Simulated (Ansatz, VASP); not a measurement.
Sr: VASP beside Ansatz

```
CELL_PARAMETERS angstrom
0.00000 2.50890 2.50890
2.50890 0.00000 2.50890
2.50890 2.50890 0.00000
ATOMIC_POSITIONS crystal
Sr 0.00000 0.00000 0.00000
```

Change from the starting cell: volume scaled by 0.65, PAW files.

Alike in both runs: task single point; functional LDA; k mesh 13 × 13 × 13; occupations fermi-dirac, width 0.05 eV; no spin polarisation.

|  | VASP | Ansatz |
| --- | --- | --- |
| version | VASP 6.6.1 | Ansatz 0.2.0 |
| potentials or method | VASP PAW LDA potentials, release 64 (Sr_sv) | PAW with Ansatz's default frozen-core files, scalar-relativistic |
| plane-wave cutoff (eV) | 520 | 420 |
| valence electrons in the cell | 10 | 10 |

Ansatz gave:

```
pressure (GPa) : 10.9
```

What did VASP give for the same quantities?

Pressure (GPa): 11.0.

LDA's correlation is that of Perdew and Zunger in VASP and of Perdew and Wang (1992) in Ansatz.
